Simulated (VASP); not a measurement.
# Sb4MoPd3: single point with PBEsol

Crystal: Sb4MoPd3.

```
Sb Mo Pd
1.0
     4.12773   -0.00027   -0.00004
     0.00017    3.52107    0.00015
    -0.00011   -0.00077   10.47663
Sb Mo Pd
4 1 3
Cartesian
  0.0604 0.0304 3.6763
  0.0604 1.7905 9.0813
  2.1243 1.7909 1.6263
  2.1243 0.0300 6.7140
  0.0604 0.0305 0.8169
  0.0606 1.7907 6.2805
  2.1244 1.7907 4.3758
  2.1241 0.0298 9.4142
```

```json
{"Program": "VASP 6.6.1", "Task": "single point", "Functional": "PBEsol", "Potentials or basis": "VASP PAW PBE potentials, release 64 (Sb, Mo_sv, Pd)", "Cutoff": "520 eV", "k mesh": "4 × 6 × 2", "Occupations": "fermi-dirac, width 0.05 eV", "Spin": "no spin polarisation", "Dipole correction": "no", "Further INCAR settings": "ALGO = Normal; EDIFF = 1e-06; NBANDS = 42"}
```

- Pressure: -0.1 GPa
- Largest force: 0.013 eV/Å
- Band gap on the k mesh: zero (band 32 reaches 11.35 eV, above the bottom of band 33 at 9.40 eV)

Forces on the atoms (eV/Å):
```
Sb   0.000  0.000  0.002
Sb   0.000  0.000 -0.013
Sb   0.000  0.000  0.010
Sb   0.000  0.000  0.009
Mo   0.000  0.000  0.005
Pd   0.000  0.000  0.005
Pd   0.000  0.000 -0.007
Pd   0.000  0.000 -0.009
```

Levels at points of the mesh, in eV from the Fermi level:
```csv
k point,band 29,band 30,band 31,band 32,band 33,band 34,band 35,band 36
"(0.00, 0.00, 0.00)",-0.79,-0.70,-0.14,-0.10,0.11,0.56,1.34,1.92
"(0.50, 0.00, 0.00)",-1.40,-1.05,-0.26,-0.16,1.23,1.70,3.29,3.64
"(0.00, 0.50, 0.00)",-1.37,-0.72,-0.35,0.87,1.23,1.44,2.52,3.05
"(0.50, 0.50, 0.00)",-1.79,-1.70,-1.65,-1.54,-1.03,-0.61,0.26,0.56
"(0.00, 0.00, 0.50)",-0.87,-0.83,-0.11,-0.10,0.53,0.80,0.99,1.38
"(0.50, 0.00, 0.50)",-1.40,-0.72,-0.32,-0.26,1.68,1.80,2.57,2.72
"(0.00, 0.50, 0.50)",-1.08,-0.37,-0.24,0.68,0.85,1.51,1.92,2.58
"(0.50, 0.50, 0.50)",-1.85,-1.66,-1.57,-1.51,-1.08,-0.60,0.05,0.61
```

It took 120 s on 1 thread of Intel(R) Xeon(R) Platinum 8375C CPU @ 2.90GHz (Ice Lake), on a shared host, peak memory 0.36 GiB.

Caveat: the k points lie up to 0.38 Å⁻¹ apart; the PAW data sets were made with another functional, which shifts forces and pressure a little; spin-orbit coupling is left out, which moves the levels of the heavy elements.
